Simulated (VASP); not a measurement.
# TiAl (P1) in VASP: single point with PBEsol

Aim: the single point of TiAl with PBEsol.

All numbers are computed with VASP 6.6.1; they aren't measurements. Logs are shortened: lines on timing, memory, paths and dates and some standing lists are left out, and cuts for length are marked.

**1. The cell of the first run**

The typed cell holds 2 atoms: a = 3.179 Å, b = 3.179 Å, c = 3.179 Å, α = 90.00°, β = 90.00°, γ = 90.00°.

**2. Single point, PBEsol (one atom moved)**

File INCAR:

```
  ALGO = Fast
  EDIFF = 1E-7
  ENCUT = 520
  GGA = PS
  ISIF = 2
  ISMEAR = 0
  LASPH = T
  LCHARG = T
  LELF = T
  LREAL = F
  LVHAR = T
  LWAVE = F
  NBANDS = 14
  NELM = 60
  PREC = Accurate
  SIGMA = 0.1
```

File KPOINTS:

```
k-points
0
Gamma
  12 12 12
```

File POSCAR:

```
TiAl
1.0
    3.1790640000      0.0000000000      0.0000000000
    0.0000000000      3.1790640000      0.0000000000
    0.0000000000      0.0000000000      3.1790640000
Ti Al
1 1
Direct
    0.0162060279     -0.0377815609      0.0576112969
    0.5000000000      0.5000000000      0.5000000000
```

Potentials or basis: VASP PAW PBE potentials, release 64 (Ti_sv, Al).

Launch:

```bash
> cat potpaw_PBE.64/Ti_sv/POTCAR potpaw_PBE.64/Al/POTCAR > POTCAR
> mpirun -np 1 vasp_std > vasp.out
```

OUTCAR:

```text
EDIFF = 1E-7
   ENCUT = 520
   GGA = PS
   ISIF = 2
   ISMEAR = 0
   LASPH = T
   LREAL = F
   NELM = 60
   PREC = Accurate

 ion  position               nearest neighbor table
   1  0.016  0.962  0.058-   2 2.55   2 2.61   2 2.70   2 2.76   2 2.77   2 2.83   2 2.90   2 2.96

   2  0.500  0.500  0.500-   1 2.55   1 2.61   1 2.70   1 2.76   1 2.77   1 2.83   1 2.90   1 2.96

  LATTYP: Found a simple cubic cell.
 ALAT       =     3.1790640000

  Lattice vectors:

 A1 = (   3.1790640000,   0.0000000000,   0.0000000000)
 A2 = (   0.0000000000,   3.1790640000,   0.0000000000)
 A3 = (   0.0000000000,   0.0000000000,   3.1790640000)

Analysis of symmetry for initial positions (statically):
=====================================================================
 Subroutine PRICEL returns:
 Original cell was already a primitive cell.

 Routine SETGRP: Setting up the symmetry group for a
 simple cubic supercell.

 Subroutine GETGRP returns: Found  1 space group operations
 (whereof  1 operations were pure point group operations)
 out of a pool of 48 trial point group operations.

The static configuration has the point symmetry C_1 .

Analysis of symmetry for dynamics (positions and initial velocities):
=====================================================================
 Subroutine PRICEL returns:
 Original cell was already a primitive cell.

 Routine SETGRP: Setting up the symmetry group for a
 simple cubic supercell.

 Subroutine GETGRP returns: Found  1 space group operations
 (whereof  1 operations were pure point group operations)
 out of a pool of 48 trial point group operations.

The dynamic configuration has the point symmetry C_1 .

 Subroutine INISYM returns: Found  1 space group operations
 (whereof  1 operations are pure point group operations),
 and found     1 'primitive' translations

----------------------------------------------------------------------------------------

                                     Primitive cell

  volume of cell :      32.1290

  direct lattice vectors                    reciprocal lattice vectors
     3.179064000  0.000000000  0.000000000     0.314557996  0.000000000  0.000000000
     0.000000000  3.179064000  0.000000000     0.000000000  0.314557996  0.000000000
     0.000000000  0.000000000  3.179064000     0.000000000  0.000000000  0.314557996

  length of vectors
     3.179064000  3.179064000  3.179064000     0.314557996  0.314557996  0.314557996

  position of ions in fractional coordinates (direct lattice)
     0.016206028  0.962218439  0.057611297
     0.500000000  0.500000000  0.500000000

  ion indices of the primitive-cell ions
   primitive index   ion index
                 1           1
                 2           2

----------------------------------------------------------------------------------------

 KPOINTS: k-points

Automatic generation of k-mesh.
 Grid dimensions read from file:
 generate k-points for:   12   12   12

 Generating k-lattice:

  Cartesian coordinates                     Fractional coordinates (reciprocal lattice)
     0.026213166  0.000000000  0.000000000     0.083333333  0.000000000  0.000000000
     0.000000000  0.026213166  0.000000000     0.000000000  0.083333333  0.000000000
     0.000000000  0.000000000  0.026213166     0.000000000  0.000000000  0.083333333

  Length of vectors
     0.026213166  0.026213166  0.026213166

  Shift w.r.t. Gamma in fractional coordinates (k-lattice)
     0.000000000  0.000000000  0.000000000

 Subroutine IBZKPT returns following result:
 ===========================================

 Found    868 irreducible k-points:

 Following reciprocal coordinates:
            Coordinates               Weight
  0.000000  0.000000  0.000000      1.000000
  0.083333  0.000000  0.000000      2.000000
  0.000000  0.083333  0.000000      2.000000
  0.000000  0.000000  0.083333      2.000000
  0.166667  0.000000  0.000000      2.000000
  0.000000  0.166667  0.000000      2.000000
[... 16 lines left out ...]
 -0.083333  0.083333  0.000000      2.000000
 -0.083333  0.000000  0.083333      2.000000
 [... further k-points ...]
   k-points           NKPTS =    868   k-points in BZ     NKDIM =    868   number of bands    NBANDS=     14
   number of dos      NEDOS =    301   number of ions     NIONS =      2
   total plane-waves  NPLWV =  13824
   dimension x,y,z NGX =    24 NGY =   24 NGZ =   24
   dimension x,y,z NGXF=    48 NGYF=   48 NGZF=   48
   ions per type =               1   1
   NGX,Y,Z   is equivalent  to a cutoff of  12.55, 12.55, 12.55 a.u.
   NGXF,Y,Z  is equivalent  to a cutoff of  25.10, 25.10, 25.10 a.u.
 SYSTEM =  unknown system
   PREC   = accura    normal or accurate (medium, high low for compatibility)
   ISTART =      0    job   : 0-new  1-cont  2-samecut
   ICHARG =      2    charge: 1-file 2-atom 10-const
   ISPIN  =      1    spin polarized calculation?
   LNONCOLLINEAR =      F non collinear calculations
   LSORBIT =      F    spin-orbit coupling
   LASPH  =      T    aspherical Exc in radial PAW
   ENCUT  =  520.0 eV  38.22 Ry    6.18 a.u.   5.91  5.91  5.91*2*pi/ulx,y,z
   NELM   =     60;   NELMIN=  2; NELMDL= -5     # of ELM steps
   EDIFF  = 0.1E-06   stopping-criterion for ELM
   LREAL  =      F    real-space projection
   EDIFFG = 0.1E-05   stopping-criterion for IOM
   NSW    =      0    number of steps for IOM
   IBRION =     -1    ionic relax: 0-MD 1-quasi-New 2-CG
   NFREE  =      0    steps in history (QN), initial steepest desc. (CG)
   ISIF   =      2    stress and relaxation
   ISYM   =      2    0-nonsym 1-usesym 2-fastsym
   POTIM  = 0.5000    time-step for ionic-motion
   TEBEG  =    0.0;   TEEND  =   0.0 temperature during run
   PSTRESS=    0.0 pullay stress
   NELECT =      15.0000    total number of electrons
   NUPDOWN=      -1.0000    fix difference up-down
   EMIN   =  10.00;   EMAX   =-10.00  energy-range for DOS
   EFERMI =   0.00;   METHOD = LEGACY
   ISMEAR =     0;   SIGMA  =   0.10  broadening in eV -4-tet -1-fermi 0-gaus
   EFERMI_NEDOS =   21; number of points for ismear=-14 and -15
   IALGO  =     68    algorithm
   IMIX   =      4    mixing-type and parameters
     AMIX     =   0.40;   BMIX     =  1.00
     AMIX_MAG =   1.60;   BMIX_MAG =  1.00
  volume/ion in A,a.u.               =      16.06       108.41
  Fermi-wavevector in a.u.,A,eV,Ry     =   1.270007  2.399964 21.945065  1.612917
  Thomas-Fermi vector in A             =   2.403017
   LORBIT       =      0    0 simple, 1 ext, 2 COOP (PROOUT), +10 PAW based schemes
   GGA     = PS    functional components
   LHFCALC =     F    Hartree Fock is set to
   AEXX    =    0.0000 exact exchange contribution
   IVDW    =     0    specifies the selected vdW correction
   LEPSILON=     F    determine dielectric tensor
   LRPA    =     F    only Hartree local field effects (RPA)
 non-spin polarized calculation
 RMM-DIIS sequential band-by-band and
 Gauss-broadening in eV      SIGMA  =   0.10
  energy-cutoff  :      520.00
  volume of cell :       32.13
 maximum number of plane-waves:       912
   NGX = 11   NGY = 11   NGZ = 11

 number of electron      14.9999998 magnetization

 Free energy of the ion-electron system (eV)
  ---------------------------------------------------
  ext. energy  EPLUGINS =         0.00000000
  ---------------------------------------------------
  free energy    TOTEN  =       -12.80623330 eV

  energy without entropy =      -12.79253394  energy(sigma->0) =      -12.79938362

 E-fermi :   8.6429     XC(G=0): -11.1782

 val. band max:        8.6427390231   @ k =  -0.0833   0.0833   0.4167
 cond. band min:       8.6433300916   @ k =   0.0000   0.2500   0.3333
 fundamental gap:      0.0005910684
 Fermi energy:         8.6429093711

 k-point     1 :       0.0000    0.0000    0.0000
  band No.  band energies     occupation
      1     -47.9906      2.00000
      2     -24.3039      2.00000
      3     -24.2959      2.00000
      4     -24.2888      2.00000
      5      -0.5722      2.00000
      6       7.1854      2.00000
      7       7.1904      2.00000
      8      10.3566      0.00000
      9      10.4344      0.00000
     10      10.4666      0.00000
     11      13.1505      0.00000
     12      13.1509      0.00000
     13      13.2438      0.00000
     14      17.5089      0.00000

 k-point     2 :       0.0833    0.0000    0.0000
  band No.  band energies     occupation
      1     -47.9896      2.00000
      2     -24.3109      2.00000
      3     -24.2997      2.00000
      4     -24.2879      2.00000
      5      -0.4611      2.00000
      6       7.1321      2.00000
      7       7.2395      2.00000
      8      10.1803      0.00000
      9      10.2777      0.00000
     10      10.4556      0.00000
     11      12.6237      0.00000
     12      13.4210      0.00000
     13      13.5700      0.00000
     14      17.3614      0.00000

 k-point     3 :       0.0000    0.0833    0.0000
  band No.  band energies     occupation
      1     -47.9896      2.00000
      2     -24.3112      2.00000
      3     -24.2968      2.00000
      4     -24.2904      2.00000
      5      -0.4613      2.00000
      6       7.1332      2.00000
      7       7.2374      2.00000
      8      10.1959      0.00000
      9      10.2601      0.00000
     10      10.4570      0.00000
     11      12.6532      0.00000
     12      13.4165      0.00000
     13      13.5367      0.00000
     14      17.3833      0.00000

 k-point     4 :       0.0000    0.0000    0.0833
  band No.  band energies     occupation
      1     -47.9896      2.00000
      2     -24.3103      2.00000
      3     -24.2959      2.00000
      4     -24.2922      2.00000
      5      -0.4616      2.00000
      6       7.1346      2.00000
      7       7.2345      2.00000
      8      10.2119      0.00000
      9      10.2551      0.00000
     10      10.4446      0.00000
     11      12.7060      0.00000
     12      13.4134      0.00000
     13      13.4737      0.00000
     14      17.4310      0.00000

 k-point     5 :       0.1667    0.0000    0.0000
  band No.  band energies     occupation
      1     -47.9868      2.00000
      2     -24.3423      2.00000
      3     -24.2978      2.00000
      4     -24.2850      2.00000
      5      -0.1321      2.00000
      6       6.8872      2.00000
      7       7.3802      2.00000
      8       9.8014      0.00000
      9       9.8744      0.00000
     10      10.4911      0.00000
     11      11.8405      0.00000
[... 276 lines left out ...]
 k-point    22 :       0.0833    0.0000    0.0833
  band No.  band energies     occupation
      1     -47.9886      2.00000
      2     -24.3125      2.00000
      3     -24.3043      2.00000
      4     -24.2912      2.00000
      5      -0.3513      2.00000
      6       7.1438      2.00000
      7       7.2283      2.00000
      8      10.0178      0.00000
      9      10.1727      0.00000
     10      10.3690      0.00000
     11      12.7953      0.00000
     12      13.0853      0.00000
     13      13.7386      0.00000
     14      17.5217      0.00000

 k-point    23 :      -0.0833    0.0833    0.0000
  band No.  band energies     occupation
      1     -47.9886      2.00000
      2     -24.3127      2.00000
      3     -24.3056      2.00000
      4     -24.2899      2.00000
      5      -0.3511      2.00000
      6       7.1399      2.00000
      7       7.2339      2.00000
      8       9.9946      0.00000
      9      10.2016      0.00000
     10      10.3629      0.00000
     11      12.8345      0.00000
     12      12.9793      0.00000
     13      13.8224      0.00000
     14      17.4651      0.00000

 k-point    24 :      -0.0833    0.0000    0.0833
  band No.  band energies     occupation
      1     -47.9886      2.00000
      2     -24.3114      2.00000
      3     -24.3055      2.00000
      4     -24.2912      2.00000
      5      -0.3515      2.00000
      6       7.1447      2.00000
      7       7.2275      2.00000
      8      10.0295      0.00000
      9      10.1879      0.00000
     10      10.3469      0.00000
     11      12.7076      0.00000
     12      13.1637      0.00000
     13      13.7435      0.00000
     14      17.5238      0.00000

 [... further k-points ...]

------------------------ aborting loop because EDIFF is reached ----------------------------------------

  FORCE on cell =-STRESS in cart. coord.  units (eV):
  Direction    XX          YY          ZZ          XY          YZ          ZX
  --------------------------------------------------------------------------------------
  -------------------------------------------------------------------------------------
  Total        0.0610765     -0.0538696     -0.2378279     -0.1058538     -0.3469123      0.1535700
  in kB        3.0457001     -2.6863127    -11.8597516     -5.2786073    -17.2994569      7.6580668
  external PRESSURE =      -3.8334547 kB  Pullay stress =       0.0000000 kB

 VOLUME and BASIS-vectors are now :
 -----------------------------------------------------------------------------
  energy-cutoff  :      520.00
  volume of cell :       32.13
      direct lattice vectors                 reciprocal lattice vectors
     3.179064000  0.000000000  0.000000000     0.314557996  0.000000000  0.000000000
     0.000000000  3.179064000  0.000000000     0.000000000  0.314557996  0.000000000
     0.000000000  0.000000000  3.179064000     0.000000000  0.000000000  0.314557996

 POSITION                                       TOTAL-FORCE (eV/Angst)
 -----------------------------------------------------------------------------------
      0.05152      3.05895      0.18315        -0.354152      0.802959     -1.170005
      1.58953      1.58953      1.58953         0.354152     -0.802959      1.170005
 -----------------------------------------------------------------------------------
    total drift:                               -0.000259      0.000358     -0.000424

  FREE ENERGIE OF THE ION-ELECTRON SYSTEM (eV)
  ---------------------------------------------------
  free  energy   TOTEN  =       -12.8062333011 eV

  energy  without entropy=      -12.7925339435  energy(sigma->0) =      -12.79938362
```

Run time: 4.2 min. Hardware: 1 thread of Intel Xeon 6975P-C (Granite Rapids), shared host; peak memory 0.49 GiB.

Results:

```
Free energy   : -12.8062 eV
Pressure      : -0.4 GPa
Largest force : 1.463 eV/Å
```

Forces on the atoms (eV/Å):
```
Ti  -0.354  0.803 -1.170
Al   0.354 -0.803  1.170
```

Caveat: the cell differs from its parent crystal (one atom moved); the PAW data sets were made with another functional, which shifts forces and pressure a little.
